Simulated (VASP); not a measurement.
# Na (Pm-3m) in VASP: a series of runs

The runs below take Na through relaxation of cell and atoms, single point, with RPBE.

Program: VASP 6.6.1. These are calculated values, not measurements. Logs are shortened: lines on timing, memory, paths and dates and some standing lists are left out, and cuts for length are marked.

## 1. The cell of the first run

Symmetry: Pm-3m, No. 221, cubic system. The conventional cell has a = 3.441 Å, b = 3.441 Å, c = 3.441 Å, α = 90.00°, β = 90.00°, γ = 90.00°. Na (site symmetry m-3m) has 6 Na at 3.44 Å within 4.5 Å.

## 2. Relaxation of cell and atoms, RPBE

Input file INCAR:

```
PREC = Accurate
ENCUT = 600
EDIFF = 1E-7
ISMEAR = -1
SIGMA = 0.1
LREAL = F
LASPH = T
NELM = 100
ALGO = Normal
ISIF = 3
LWAVE = F
LCHARG = F
GGA = RP
IBRION = 2
NSW = 80
EDIFFG = -0.01
```

Input file KPOINTS:

```
Automatic mesh
0
Gamma
  9 9 9
```

Input file POSCAR:

```
Na
1.0
    3.4405243290      0.0000000000      0.0000000000
    0.0000000000      3.4405243290      0.0000000000
    0.0000000000      0.0000000000      3.4405243290
Na
1
Direct
    0.0000000000      0.0000000000      0.0000000000
```

Potentials or basis: VASP PAW PBE potentials, release 64 (Na_pv).

The run is started by

```bash
> cat potpaw_PBE.64/Na_pv/POTCAR > POTCAR
> mpirun -np 1 vasp_std > vasp.out
```

OUTCAR:

```text
PREC = Accurate
   ENCUT = 600
   EDIFF = 1E-7
   ISMEAR = -1
   LREAL = F
   LASPH = T
   NELM = 100
   ISIF = 3
   GGA = RP
   IBRION = 2
   NSW = 80
   EDIFFG = -0.01

 ion  position               nearest neighbor table
   1  0.000  0.000  0.000-

  LATTYP: Found a simple cubic cell.
 ALAT       =     3.4405243290

  Lattice vectors:

 A1 = (   3.4405243290,   0.0000000000,   0.0000000000)
 A2 = (   0.0000000000,   3.4405243290,   0.0000000000)
 A3 = (   0.0000000000,   0.0000000000,   3.4405243290)

Analysis of symmetry for initial positions (statically):
=====================================================================
 Subroutine PRICEL returns:
 Original cell was already a primitive cell.

 Routine SETGRP: Setting up the symmetry group for a
 simple cubic supercell.

 Subroutine GETGRP returns: Found 48 space group operations
[... 9 lines left out ...]

 Routine SETGRP: Setting up the symmetry group for a
 simple cubic supercell.

 Subroutine GETGRP returns: Found 48 space group operations
[... 11 lines left out ...]
                                     Primitive cell

  volume of cell :      40.7262

  direct lattice vectors                    reciprocal lattice vectors
     3.440524329  0.000000000  0.000000000     0.290653373  0.000000000  0.000000000
     0.000000000  3.440524329  0.000000000     0.000000000  0.290653373  0.000000000
     0.000000000  0.000000000  3.440524329     0.000000000  0.000000000  0.290653373

  length of vectors
     3.440524329  3.440524329  3.440524329     0.290653373  0.290653373  0.290653373

  position of ions in fractional coordinates (direct lattice)
     0.000000000  0.000000000  0.000000000

  ion indices of the primitive-cell ions
   primitive index   ion index
                 1           1

----------------------------------------------------------------------------------------

 KPOINTS: Automatic mesh

Automatic generation of k-mesh.
 Grid dimensions read from file:
 generate k-points for:    9    9    9

 Generating k-lattice:

  Cartesian coordinates                     Fractional coordinates (reciprocal lattice)
     0.032294819  0.000000000  0.000000000     0.111111111  0.000000000  0.000000000
     0.000000000  0.032294819  0.000000000     0.000000000  0.111111111  0.000000000
     0.000000000  0.000000000  0.032294819     0.000000000  0.000000000  0.111111111

  Length of vectors
     0.032294819  0.032294819  0.032294819

  Shift w.r.t. Gamma in fractional coordinates (k-lattice)
     0.000000000  0.000000000  0.000000000

 Subroutine IBZKPT returns following result:
 ===========================================

 Found     35 irreducible k-points:

 Following reciprocal coordinates:
            Coordinates               Weight
  0.000000  0.000000  0.000000      1.000000
  0.111111  0.000000  0.000000      6.000000
  0.222222  0.000000  0.000000      6.000000
  0.333333  0.000000  0.000000      6.000000
  0.444444  0.000000  0.000000      6.000000
  0.111111  0.111111  0.000000     12.000000
[... 16 lines left out ...]
  0.333333  0.333333  0.111111     24.000000
  0.444444  0.333333  0.111111     48.000000
 [... further k-points ...]
   k-points           NKPTS =     35   k-points in BZ     NKDIM =     35   number of bands    NBANDS=      7
   number of dos      NEDOS =    301   number of ions     NIONS =      1
   total plane-waves  NPLWV =  21952
   dimension x,y,z NGX =    28 NGY =   28 NGZ =   28
   dimension x,y,z NGXF=    56 NGYF=   56 NGZF=   56
   ions per type =               1
   NGX,Y,Z   is equivalent  to a cutoff of  13.53, 13.53, 13.53 a.u.
   NGXF,Y,Z  is equivalent  to a cutoff of  27.06, 27.06, 27.06 a.u.
 SYSTEM =  unknown system
   PREC   = accura    normal or accurate (medium, high low for compatibility)
   ISTART =      0    job   : 0-new  1-cont  2-samecut
   ICHARG =      2    charge: 1-file 2-atom 10-const
   ISPIN  =      1    spin polarized calculation?
   LNONCOLLINEAR =      F non collinear calculations
   LSORBIT =      F    spin-orbit coupling
   LASPH  =      T    aspherical Exc in radial PAW
   ENCUT  =  600.0 eV  44.10 Ry    6.64 a.u.   6.87  6.87  6.87*2*pi/ulx,y,z
   NELM   =    100;   NELMIN=  2; NELMDL= -5     # of ELM steps
   EDIFF  = 0.1E-06   stopping-criterion for ELM
   LREAL  =      F    real-space projection
   EDIFFG = -.1E-01   stopping-criterion for IOM
   NSW    =     80    number of steps for IOM
   IBRION =      2    ionic relax: 0-MD 1-quasi-New 2-CG
   NFREE  =      1    steps in history (QN), initial steepest desc. (CG)
   ISIF   =      3    stress and relaxation
   ISYM   =      2    0-nonsym 1-usesym 2-fastsym
   POTIM  = 0.5000    time-step for ionic-motion
   TEBEG  =    0.0;   TEEND  =   0.0 temperature during run
   PSTRESS=    0.0 pullay stress
   NELECT =       7.0000    total number of electrons
   NUPDOWN=      -1.0000    fix difference up-down
   EMIN   =  10.00;   EMAX   =-10.00  energy-range for DOS
   EFERMI =   0.00;   METHOD = LEGACY
   ISMEAR =    -1;   SIGMA  =   0.10  broadening in eV -4-tet -1-fermi 0-gaus
   EFERMI_NEDOS =   21; number of points for ismear=-14 and -15
   IALGO  =     38    algorithm
   IMIX   =      4    mixing-type and parameters
     AMIX     =   0.40;   BMIX     =  1.00
     AMIX_MAG =   1.60;   BMIX_MAG =  1.00
  volume/ion in A,a.u.               =      40.73       274.83
  Fermi-wavevector in a.u.,A,eV,Ry     =   0.910227  1.720079 11.272598  0.828513
  Thomas-Fermi vector in A             =   2.034364
   LORBIT       =      0    0 simple, 1 ext, 2 COOP (PROOUT), +10 PAW based schemes
   GGA     = RP    functional components
   LHFCALC =     F    Hartree Fock is set to
   AEXX    =    0.0000 exact exchange contribution
   IVDW    =     0    specifies the selected vdW correction
   LEPSILON=     F    determine dielectric tensor
   LRPA    =     F    only Hartree local field effects (RPA)
 conjugate gradient relaxation of ions
 non-spin polarized calculation
  energy-cutoff  :      600.00
  volume of cell :       40.73
 maximum number of plane-waves:      1377
 NGX is ok and might be reduce to    28
   NGX = 13   NGY = 13   NGZ = 13

--------------------------------------- Ionic step        1  -------------------------------------------

 number of electron       7.0000010 magnetization

 Free energy of the ion-electron system (eV)
  ---------------------------------------------------
  ext. energy  EPLUGINS =         0.00000000
  ---------------------------------------------------
  free energy    TOTEN  =        -1.08392749 eV

  energy without entropy =       -1.06646240  energy(sigma->0) =       -1.07519495

------------------------ aborting loop because EDIFF is reached ----------------------------------------

  FORCE on cell =-STRESS in cart. coord.  units (eV):
  Direction    XX          YY          ZZ          XY          YZ          ZX
  --------------------------------------------------------------------------------------
  -------------------------------------------------------------------------------------
  Total        0.0675994      0.0675994      0.0675994      0.0000000      0.0000000      0.0000000
  in kB        2.6593751      2.6593751      2.6593751      0.0000000      0.0000000      0.0000000
  external PRESSURE =       2.6593751 kB  Pullay stress =       0.0000000 kB

 VOLUME and BASIS-vectors are now :
 -----------------------------------------------------------------------------
  energy-cutoff  :      600.00
  volume of cell :       40.73
      direct lattice vectors                 reciprocal lattice vectors
     3.440524329  0.000000000  0.000000000     0.290653373  0.000000000  0.000000000
     0.000000000  3.440524329  0.000000000     0.000000000  0.290653373  0.000000000
     0.000000000  0.000000000  3.440524329     0.000000000  0.000000000  0.290653373
[... 71 lines left out ...]
 POSITION                                       TOTAL-FORCE (eV/Angst)
 -----------------------------------------------------------------------------------
      0.00000      0.00000      0.00000        -0.000000     -0.000000      0.000000
 -----------------------------------------------------------------------------------
    total drift:                               -0.000000     -0.000000     -0.000000

  FREE ENERGIE OF THE ION-ELECTRON SYSTEM (eV)
  ---------------------------------------------------
  free  energy   TOTEN  =        -1.0854004411 eV

  energy  without entropy=       -1.0675131134  energy(sigma->0) =       -1.07645678

--------------------------------------- Ionic step        4  -------------------------------------------

 number of electron       6.9999986 magnetization

 Free energy of the ion-electron system (eV)
  ---------------------------------------------------
  ext. energy  EPLUGINS =         0.00000000
  ---------------------------------------------------
  free energy    TOTEN  =        -1.08542298 eV

  energy without entropy =       -1.06744202  energy(sigma->0) =       -1.07643250

 E-fermi :   0.0522     XC(G=0):  -6.0326

 val. band max:       -0.0155172836   @ k =   0.3333   0.3333   0.1111
 cond. band min:       0.1318946770   @ k =   0.4444   0.2222   0.0000
 fundamental gap:      0.1474119605
 Fermi energy:         0.0521664849

 k-point     1 :       0.0000    0.0000    0.0000
  band No.  band energies     occupation
      1     -25.0966      2.00000
      2     -25.0966      2.00000
      3     -25.0966      2.00000
      4      -2.9226      2.00000
      5       7.9822      0.00000
      6       7.9822      0.00000
      7       9.1332      0.00000

 k-point     2 :       0.1111    0.0000    0.0000
  band No.  band energies     occupation
      1     -25.1008      2.00000
      2     -25.0962      2.00000
      3     -25.0962      2.00000
      4      -2.7662      2.00000
      5       6.3782      0.00000
      6       8.1262      0.00000
      7       9.2620      0.00000
[... 201 lines left out ...]
 k-point    23 :       0.3333    0.3333    0.1111
  band No.  band energies     occupation
      1     -25.1205      2.00000
      2     -25.1199      2.00000
      3     -25.0961      2.00000
      4      -0.0155      1.32607
      5       3.6541      0.00000
      6       4.2953      0.00000
      7       7.7842      0.00000

 k-point    24 :       0.4444    0.3333    0.1111
  band No.  band energies     occupation
      1     -25.1278      2.00000
      2     -25.1193      2.00000
      3     -25.0954      2.00000
      4       1.0192      0.00013
      5       2.3494      0.00000
      6       5.0040      0.00000
      7       6.3157      0.00000

 [... further k-points ...]
[... 5 lines left out ...]
  --------------------------------------------------------------------------------------
  -------------------------------------------------------------------------------------
  Total       -0.0029474     -0.0029474     -0.0029474      0.0000000      0.0000000      0.0000000
  in kB       -0.1105940     -0.1105940     -0.1105940      0.0000000      0.0000000      0.0000000
  external PRESSURE =      -0.1105940 kB  Pullay stress =       0.0000000 kB

 VOLUME and BASIS-vectors are now :
 -----------------------------------------------------------------------------
  energy-cutoff  :      600.00
  volume of cell :       42.70
      direct lattice vectors                 reciprocal lattice vectors
     3.495211042  0.000000000  0.000000000     0.286105757 -0.000000000  0.000000000
     0.000000000  3.495211042  0.000000000    -0.000000000  0.286105757 -0.000000000
     0.000000000  0.000000000  3.495211042     0.000000000 -0.000000000  0.286105757

 POSITION                                       TOTAL-FORCE (eV/Angst)
 -----------------------------------------------------------------------------------
      0.00000      0.00000      0.00000        -0.000000     -0.000000      0.000000
 -----------------------------------------------------------------------------------
    total drift:                               -0.000000     -0.000000     -0.000000

  FREE ENERGIE OF THE ION-ELECTRON SYSTEM (eV)
  ---------------------------------------------------
  free  energy   TOTEN  =        -1.0854229788 eV

  energy  without entropy=       -1.0674420170  energy(sigma->0) =       -1.07643250

 reached required accuracy - stopping structural energy minimisation
```

It took 25 s on 1 thread of Intel Xeon Platinum 8488C (Sapphire Rapids), shared host; peak memory 0.15 GiB.

Results:

```
Free energy                            : -1.0854 eV
Relaxed volume                         : 42.70 Å³/atom
Relaxed cell                           : a = 3.495 Å, b = 3.495 Å, c = 3.495 Å, α = 90.00°, β = 90.00°, γ = 90.00°
Space group after relaxing (to 0.05 Å) : Pm-3m (No. 221)
Energy gained by relaxing              : 1.5 meV/atom
Ionic steps                            : 4
Pressure after relaxing                : 0.0 GPa
```

The path:
```tsv
step	energy change (eV)	largest force (eV/Å)	pressure (GPa)	volume (Å³)
1	0.0000	0.0000	0.27	40.73
2	-0.0006	0.0000	0.21	41.13
3	-0.0015	0.0000	0.05	42.34
4	-0.0015	0.0000	-0.01	42.70
```

Final structure:
```cif
data_structure
_symmetry_space_group_name_H-M 'P 1'
_symmetry_Int_Tables_number 1
_cell_length_a 3.4952
_cell_length_b 3.4952
_cell_length_c 3.4952
_cell_angle_alpha 90.000
_cell_angle_beta 90.000
_cell_angle_gamma 90.000
_cell_volume 42.70
loop_
_atom_site_label
_atom_site_type_symbol
_atom_site_fract_x
_atom_site_fract_y
_atom_site_fract_z
_atom_site_occupancy
Na1 Na 0.00000 0.00000 0.00000 1
```

Caveat: the PAW data sets were made with another functional, which shifts forces and pressure a little.

## 3. Single point, RPBE

This run uses another cell than the first one, of 42.47 Å³/atom, 1.043 times its volume.

Input file INCAR:

```
SYSTEM = Na
PREC = Accurate ; ENCUT = 520
EDIFF = 1E-7 ; ISMEAR = -1
SIGMA = 0.1 ; LREAL = .False.
LASPH = .True. ; NELM = 100
ALGO = Normal ; ISIF = 2
LWAVE = .False. ; LCHARG = .True.
GGA = RP ; LELF = .True.
LVHAR = .True. ; NBANDS = 10
```

Input file KPOINTS:

```
regular mesh
0
Gamma
  15 15 15
  0 0 0
```

Input file POSCAR:

```
Na
1.0
    3.4889832441      0.0000000000      0.0000000000
    0.0000000000      3.4889832441      0.0000000000
    0.0000000000      0.0000000000      3.4889832441
Na
1
Direct
    0.0000000000      0.0000000000      0.0000000000
```

Potentials or basis: VASP PAW PBE potentials, release 64 (Na_pv).

The run is started by

```bash
> cat potpaw_PBE.64/Na_pv/POTCAR > POTCAR
> mpirun -np 1 vasp_std > vasp.out
```

Run time: 30 s. Hardware: 1 thread of Intel Xeon Platinum 8488C (Sapphire Rapids), shared host; peak memory 0.17 GiB.

Results (log left out):

```
Free energy : -1.0871 eV
Pressure    : 0.0 GPa
```

Levels at points of the mesh, in eV from the Fermi level:
| k point | band 2 | band 3 | band 4 | band 5 | band 6 | band 7 |
| --- | --- | --- | --- | --- | --- | --- |
| (0.00, 0.00, 0.00) | -25.16 | -25.16 | -3.00 | 7.94 | 7.94 | 9.10 |

Caveat: the PAW data sets were made with another functional, which shifts forces and pressure a little.
